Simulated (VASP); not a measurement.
# BP (I-4m2) in VASP: notebook

The runs below take BP through single point, with RPBE.

Program: VASP 6.6.1. These are calculated values, not measurements. Logs are shortened: lines on timing, memory, paths and dates and some standing lists are left out, and cuts for length are marked.

### Step 1. The cell of the first run

It takes space group I-4m2 (No. 119, tetragonal). The conventional cell has a = 3.252 Å, b = 3.252 Å, c = 4.419 Å, α = 90.00°, β = 90.00°, γ = 90.00°. Within 2.6 Å of B (site symmetry -4m2) lie 4 P at 1.97 Å. Within 2.6 Å of P (site symmetry -4m2) lie 4 B at 1.97 Å.

### Step 2. Single point, RPBE

Contents of INCAR:

```
PREC = Accurate
ENCUT = 500
EDIFF = 1E-6
ISMEAR = -1
SIGMA = 0.02
LREAL = F
LASPH = T
NELM = 120
ALGO = Normal
ISIF = 2
LWAVE = F
LCHARG = F
GGA = RP
NBANDS = 11
GGA_COMPAT = F
```

Contents of KPOINTS:

```
Automatic mesh
0
Gamma
  7 7 7
```

Contents of POSCAR:

```
BP
1.0
    0.0000000000      2.2992533333      2.2096823061
    2.2992533333      0.0000000000      2.2096823061
    2.2992533333      2.2992533333      0.0000000000
B P
1 1
Direct
    0.0000000000      0.0000000000      0.0000000000
    0.2500000000      0.2500000000      0.2500000000
```

Potentials or basis: VASP PAW PBE potentials, release 64 (B, P).

The run is started by

```console
cat potpaw_PBE.64/B/POTCAR potpaw_PBE.64/P/POTCAR > POTCAR
mpirun -np 1 vasp_std > vasp.out
```

OUTCAR:

```text
PREC = Accurate
   ENCUT = 500
   EDIFF = 1E-6
   ISMEAR = -1
   LREAL = F
   LASPH = T
   NELM = 120
   ISIF = 2
   GGA = RP

 ion  position               nearest neighbor table
   1  0.000  0.000  0.000-   2 1.97   2 1.97   2 1.97   2 1.97
   2  0.250  0.250  0.250-   1 1.97   1 1.97   1 1.97   1 1.97

  LATTYP: Found a body centered tetragonal cell.
 ALAT       =     3.2516352473
 C/A-ratio  =     1.3591206504

  Lattice vectors:

 A1 = (   0.0000000000,  -2.2992533333,  -2.2096823061)
 A2 = (   0.0000000000,   2.2992533333,  -2.2096823061)
 A3 = (   2.2992533333,   0.0000000000,   2.2096823061)

Analysis of symmetry for initial positions (statically):
=====================================================================
 Subroutine PRICEL returns:
 Original cell was already a primitive cell.

 Routine SETGRP: Setting up the symmetry group for a
 body centered tetragonal supercell.

 Subroutine GETGRP returns: Found  8 space group operations
 (whereof  8 operations were pure point group operations)
 out of a pool of 16 trial point group operations.

The static configuration has the point symmetry D_2d.

Analysis of symmetry for dynamics (positions and initial velocities):
=====================================================================
 Subroutine PRICEL returns:
 Original cell was already a primitive cell.

 Routine SETGRP: Setting up the symmetry group for a
 body centered tetragonal supercell.

 Subroutine GETGRP returns: Found  8 space group operations
 (whereof  8 operations were pure point group operations)
 out of a pool of 16 trial point group operations.

The dynamic configuration has the point symmetry D_2d.

 Subroutine INISYM returns: Found  8 space group operations
 (whereof  8 operations are pure point group operations),
 and found     1 'primitive' translations

----------------------------------------------------------------------------------------

                                     Primitive cell

  volume of cell :      23.3633

  direct lattice vectors                    reciprocal lattice vectors
     0.000000000  2.299253333  2.209682306    -0.217461901  0.217461901  0.226276872
     2.299253333  0.000000000  2.209682306     0.217461901 -0.217461901  0.226276872
     2.299253333  2.299253333  0.000000000     0.217461901  0.217461901 -0.226276872

  length of vectors
     3.188927999  3.188927999  3.251635247     0.381812230  0.381812230  0.381812230

  position of ions in fractional coordinates (direct lattice)
     0.000000000  0.000000000  0.000000000
     0.250000000  0.250000000  0.250000000

  ion indices of the primitive-cell ions
   primitive index   ion index
                 1           1
                 2           2

----------------------------------------------------------------------------------------

 KPOINTS: Automatic mesh

Automatic generation of k-mesh.
 Grid dimensions read from file:
 generate k-points for:    7    7    7

 Generating k-lattice:

  Cartesian coordinates                     Fractional coordinates (reciprocal lattice)
    -0.031065986  0.031065986  0.032325267     0.142857143  0.000000000  0.000000000
     0.031065986 -0.031065986  0.032325267     0.000000000  0.142857143  0.000000000
     0.031065986  0.031065986 -0.032325267     0.000000000  0.000000000  0.142857143

  Length of vectors
     0.054544604  0.054544604  0.054544604

  Shift w.r.t. Gamma in fractional coordinates (k-lattice)
     0.000000000  0.000000000  0.000000000

 Subroutine IBZKPT returns following result:
 ===========================================

 Found     40 irreducible k-points:

 Following reciprocal coordinates:
            Coordinates               Weight
  0.000000  0.000000  0.000000      1.000000
  0.142857 -0.000000  0.000000      8.000000
  0.285714 -0.000000  0.000000      8.000000
  0.428571  0.000000  0.000000      8.000000
  0.142857  0.142857  0.000000      2.000000
  0.285714  0.142857  0.000000      8.000000
[... 16 lines left out ...]
  0.428571  0.285714  0.142857      8.000000
 -0.428571  0.285714  0.142857     16.000000
 [... further k-points ...]
   k-points           NKPTS =     40   k-points in BZ     NKDIM =     40   number of bands    NBANDS=     11
   number of dos      NEDOS =    301   number of ions     NIONS =      2
   total plane-waves  NPLWV =  13824
   dimension x,y,z NGX =    24 NGY =   24 NGZ =   24
   dimension x,y,z NGXF=    48 NGYF=   48 NGZF=   48
   ions per type =               1   1
   NGX,Y,Z   is equivalent  to a cutoff of  12.51, 12.51, 12.27 a.u.
   NGXF,Y,Z  is equivalent  to a cutoff of  25.02, 25.02, 24.54 a.u.
 SYSTEM =  unknown system
   PREC   = accura    normal or accurate (medium, high low for compatibility)
   ISTART =      0    job   : 0-new  1-cont  2-samecut
   ICHARG =      2    charge: 1-file 2-atom 10-const
   ISPIN  =      1    spin polarized calculation?
   LNONCOLLINEAR =      F non collinear calculations
   LSORBIT =      F    spin-orbit coupling
   LASPH  =      T    aspherical Exc in radial PAW
   ENCUT  =  500.0 eV  36.75 Ry    6.06 a.u.   5.81  5.81  5.93*2*pi/ulx,y,z
   NELM   =    120;   NELMIN=  2; NELMDL= -5     # of ELM steps
   EDIFF  = 0.1E-05   stopping-criterion for ELM
   LREAL  =      F    real-space projection
   EDIFFG = 0.1E-04   stopping-criterion for IOM
   NSW    =      0    number of steps for IOM
   IBRION =     -1    ionic relax: 0-MD 1-quasi-New 2-CG
   NFREE  =      0    steps in history (QN), initial steepest desc. (CG)
   ISIF   =      2    stress and relaxation
   ISYM   =      2    0-nonsym 1-usesym 2-fastsym
   POTIM  = 0.5000    time-step for ionic-motion
   TEBEG  =    0.0;   TEEND  =   0.0 temperature during run
   PSTRESS=    0.0 pullay stress
   NELECT =       8.0000    total number of electrons
   NUPDOWN=      -1.0000    fix difference up-down
   EMIN   =  10.00;   EMAX   =-10.00  energy-range for DOS
   EFERMI =   0.00;   METHOD = LEGACY
   ISMEAR =    -1;   SIGMA  =   0.02  broadening in eV -4-tet -1-fermi 0-gaus
   EFERMI_NEDOS =   21; number of points for ismear=-14 and -15
   IALGO  =     38    algorithm
   IMIX   =      4    mixing-type and parameters
     AMIX     =   0.40;   BMIX     =  1.00
     AMIX_MAG =   1.60;   BMIX_MAG =  1.00
  volume/ion in A,a.u.               =      11.68        78.83
  Fermi-wavevector in a.u.,A,eV,Ry     =   1.145320  2.164342 17.847562  1.311759
  Thomas-Fermi vector in A             =   2.282009
   LORBIT       =      0    0 simple, 1 ext, 2 COOP (PROOUT), +10 PAW based schemes
   GGA     = RP    functional components
   LHFCALC =     F    Hartree Fock is set to
   AEXX    =    0.0000 exact exchange contribution
   IVDW    =     0    specifies the selected vdW correction
   LEPSILON=     F    determine dielectric tensor
   LRPA    =     F    only Hartree local field effects (RPA)
 non-spin polarized calculation
  energy-cutoff  :      500.00
  volume of cell :       23.36
 maximum number of plane-waves:       603
   NGX = 11   NGY = 11   NGZ = 11

 number of electron       8.0000000 magnetization

 Free energy of the ion-electron system (eV)
  ---------------------------------------------------
  ext. energy  EPLUGINS =         0.00000000
  ---------------------------------------------------
  free energy    TOTEN  =       -12.24341638 eV

  energy without entropy =      -12.24341638  energy(sigma->0) =      -12.24341638

 E-fermi :   8.1017     XC(G=0): -10.8359

 val. band max:        7.7749264871   @ k =   0.0000   0.0000   0.0000
 cond. band min:       8.4416172062   @ k =   0.4286   0.4286   0.0000
 fundamental gap:      0.6666907191
 Fermi energy:         8.1016984653

 k-point     1 :       0.0000    0.0000    0.0000
  band No.  band energies     occupation
      1      -7.9534      2.00000
      2       7.4028      2.00000
      3       7.4028      2.00000
      4       7.7749      2.00000
      5      10.7746      0.00000
      6      11.0036      0.00000
      7      11.0036      0.00000
      8      14.9178      0.00000
      9      19.0502      0.00000
     10      19.1897      0.00000
     11      20.0329      0.00000

 k-point     2 :       0.1429   -0.0000    0.0000
  band No.  band energies     occupation
      1      -7.5863      2.00000
      2       5.2472      2.00000
      3       6.8458      2.00000
      4       7.1544      2.00000
      5      11.3489      0.00000
      6      11.7011      0.00000
      7      11.7665      0.00000
      8      15.9245      0.00000
      9      18.2009      0.00000
     10      18.8485      0.00000
     11      20.2272      0.00000

 k-point     3 :       0.2857   -0.0000    0.0000
  band No.  band energies     occupation
      1      -6.5203      2.00000
      2       1.8410      2.00000
      3       6.0371      2.00000
      4       6.4454      2.00000
      5      11.3740      0.00000
      6      12.2642      0.00000
      7      12.5654      0.00000
      8      17.4974      0.00000
      9      18.7158      0.00000
     10      18.7433      0.00000
     11      20.8632      0.00000

 k-point     4 :       0.4286    0.0000    0.0000
  band No.  band energies     occupation
      1      -5.0219      2.00000
      2      -0.9530      2.00000
      3       5.5776      2.00000
      4       6.0597      2.00000
      5      11.1789      0.00000
      6      12.0832      0.00000
      7      12.6196      0.00000
      8      17.7903      0.00000
      9      20.8647      0.00000
     10      21.3904      0.00000
     11      22.2075      0.00000
[... 239 lines left out ...]
 k-point    22 :      -0.1429    0.0000    0.1429
  band No.  band energies     occupation
      1      -6.9714      2.00000
      2       3.8803      2.00000
      3       4.6868      2.00000
      4       7.0364      2.00000
      5      11.7894      0.00000
      6      12.2020      0.00000
      7      12.8859      0.00000
      8      15.8891      0.00000
      9      17.2451      0.00000
     10      20.3421      0.00000
     11      21.5758      0.00000

 k-point    23 :       0.4286    0.2857    0.1429
  band No.  band energies     occupation
      1      -5.5089      2.00000
      2       1.8278      2.00000
      3       3.0004      2.00000
      4       5.1835      2.00000
      5      10.8399      0.00000
      6      13.2045      0.00000
      7      13.6664      0.00000
      8      16.0182      0.00000
      9      19.9324      0.00000
     10      21.7728      0.00000
     11      24.3147      0.00000

 k-point    24 :      -0.4286    0.2857    0.1429
  band No.  band energies     occupation
      1      -4.0730      2.00000
      2      -0.3422      2.00000
      3       2.4960      2.00000
      4       4.3168      2.00000
      5      11.5467      0.00000
      6      12.8755      0.00000
      7      14.9816      0.00000
      8      16.8898      0.00000
      9      19.1739      0.00000
     10      21.8747      0.00000
     11      25.2579      0.00000

 [... further k-points ...]
[... 5 lines left out ...]
  --------------------------------------------------------------------------------------
  -------------------------------------------------------------------------------------
  Total        0.0253394      0.0253394      1.4894673      0.0000000      0.0000000      0.0000000
  in kB        1.7376942      1.7376942    102.1428728      0.0000000      0.0000000      0.0000000
  external PRESSURE =      35.2060870 kB  Pullay stress =       0.0000000 kB

 VOLUME and BASIS-vectors are now :
 -----------------------------------------------------------------------------
  energy-cutoff  :      500.00
  volume of cell :       23.36
      direct lattice vectors                 reciprocal lattice vectors
     0.000000000  2.299253333  2.209682306    -0.217461901  0.217461901  0.226276872
     2.299253333  0.000000000  2.209682306     0.217461901 -0.217461901  0.226276872
     2.299253333  2.299253333  0.000000000     0.217461901  0.217461901 -0.226276872

 POSITION                                       TOTAL-FORCE (eV/Angst)
 -----------------------------------------------------------------------------------
      0.00000      0.00000      0.00000        -0.000000     -0.000000      0.000000
      1.14963      1.14963      1.10484         0.000000      0.000000     -0.000000
 -----------------------------------------------------------------------------------
    total drift:                                0.000000      0.000000     -0.000000

  FREE ENERGIE OF THE ION-ELECTRON SYSTEM (eV)
  ---------------------------------------------------
  free  energy   TOTEN  =       -12.2434163762 eV

  energy  without entropy=      -12.2434163759  energy(sigma->0) =      -12.24341638
```

It took 11 s on 1 thread of Intel Xeon 8259CL, shared host; peak memory 0.13 GiB.

Results:

```
Free energy            : -12.2434 eV
Pressure               : 3.5 GPa
Band gap on the k mesh : 0.67 eV, indirect (least direct gap 3.00 eV)
```

Stress tensor (GPa, compression positive):
```
 0.17  0.00  0.00
 0.00  0.17  0.00
 0.00  0.00 10.21
```

Caveat: the PAW data sets were made with another functional, which shifts forces and pressure a little. A k mesh can miss the band edges.

### Step 3. Single point, RPBE

Contents of INCAR:

```
PREC     = Accurate       # precision mode
ENCUT    = 500            # plane-wave cutoff, eV
EDIFF    = 1E-6           # SCF threshold, eV
ISMEAR   = -1             # smearing method
SIGMA    = 0.02           # smearing width, eV
LREAL    = False          # projectors in reciprocal space
LASPH    = True           # aspherical terms in the spheres
NELM     = 120            # most SCF steps
ALGO     = Normal         # electronic algorithm
ISIF     = 2              # what is computed and relaxed
LWAVE    = False          # write WAVECAR
LCHARG   = False          # write CHGCAR
GGA      = RP             # functional
NBANDS   = 11             # bands
GGA_COMPAT= False
```

Contents of KPOINTS:

```
regular mesh
0
Gamma
  7 7 7
```

Contents of POSCAR:

```
BP
1.0
    0.0000000000      2.3143800000      2.1808919646
    2.3143800000      0.0000000000      2.1808919646
    2.3143800000      2.3143800000      0.0000000000
B P
1 1
Direct
    0.0000000000      0.0000000000      0.0000000000
    0.2500000000      0.2500000000      0.2500000000
```

Potentials or basis: VASP PAW PBE potentials, release 64 (B, P).

The run is started by

```console
cat potpaw_PBE.64/B/POTCAR potpaw_PBE.64/P/POTCAR > POTCAR
mpirun -np 1 vasp_std > vasp.out
```

Wall time 11 s (1 thread of Intel Xeon 8259CL, shared host); peak memory 0.14 GiB.

It converged, with:

| Quantity | Value |
| --- | --- |
| Free energy | -12.2198 eV |
| Pressure | 3.5 GPa |
| Band gap on the k mesh | 0.38 eV, indirect (least direct gap 2.82 eV) |

Stress tensor (GPa, compression positive):
```
-1.38  0.00  0.00
 0.00 -1.38  0.00
 0.00  0.00 13.20
```

Levels at points of the mesh, in eV from the valence-band top:
```
           k point  band 1  band 2  band 3  band 4  band 5  band 6  band 7  band 8
(0.00, 0.00, 0.00)  -15.84   -0.54   -0.54    0.00    2.82    3.16    3.16    7.00
```

Caveat: the PAW data sets were made with another functional, which shifts forces and pressure a little. A k mesh can miss the band edges.
